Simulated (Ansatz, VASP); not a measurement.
## Two plane-wave programs on K

POSCAR

```
K
1.0
   -2.6699463634      2.6699463634      2.6699463634
    2.6699463634     -2.6699463634      2.6699463634
    2.6699463634      2.6699463634     -2.6699463634
K
1
Direct
    0.0000000000      0.0000000000      0.0000000000
```

Contents of INCAR.step1:

```
  ALGO = Normal
  EDIFF = 1E-4
  ENCUT = 520
  GGA = PE
  ISMEAR = -1
  LASPH = T
  LCHARG = F
  LREAL = F
  LWAVE = T
  NBANDS = 10
  NELM = 80
  PREC = Accurate
  SIGMA = 0.1
```

INCAR.step2

```
  ALGO = Normal
  EDIFF = 1E-6
  ENCUT = 520
  ISIF = 2
  ISMEAR = -1
  ISTART = 1
  LASPH = T
  LCHARG = F
  LMIXTAU = T
  LREAL = F
  LWAVE = F
  METAGGA = R2SCAN
  NBANDS = 10
  NELM = 80
  PREC = Accurate
  SIGMA = 0.1
```

Contents of KPOINTS:

```
k-points
0
Gamma
  14 14 14
```

Input for Ansatz:

```yaml
crystal:
  lattice:
    - [-2.6699463634, 2.6699463634, 2.6699463634]
    - [2.6699463634, -2.6699463634, 2.6699463634]
    - [2.6699463634, 2.6699463634, -2.6699463634]
  atoms:
    - { symbol: K, position: [0.0, 0.0, 0.0] }
hamiltonian:
  xc: r2scan
  pseudopotentials:
    kind: paw
    azcp:
      K: "pseudopotentials/K.paw.azcp"
basis:
  ecutwfc: 500
  fft_grid_basis: typed
kpoints:
  mp_grid: { grid: [14, 14, 14], shift: [0, 0, 0] }
magnetization:
  spin_polarized: false
scf:
  occupations: { method: fermi_dirac, width: 0.1 }
output:
  stress: true
```

Alike in both runs: task single point; functional r2SCAN; k mesh 14 × 14 × 14; occupations fermi-dirac, width 0.1 eV; no spin polarisation.

|  | VASP | Ansatz |
| --- | --- | --- |
| version | VASP 6.6.1 | Ansatz 0.2.0 |
| potentials or method | VASP PAW PBE potentials, release 64 (K_sv), cutoff 520 eV | plane waves (500 eV) with PAW, scalar-relativistic |
| valence electrons in the cell | 9 | 9 |

```csv
,VASP,Ansatz,Ansatz less VASP
pressure (GPa),0.0,0.0,+0.03
```

VASP's potentials were made for PBE, not for r2SCAN.
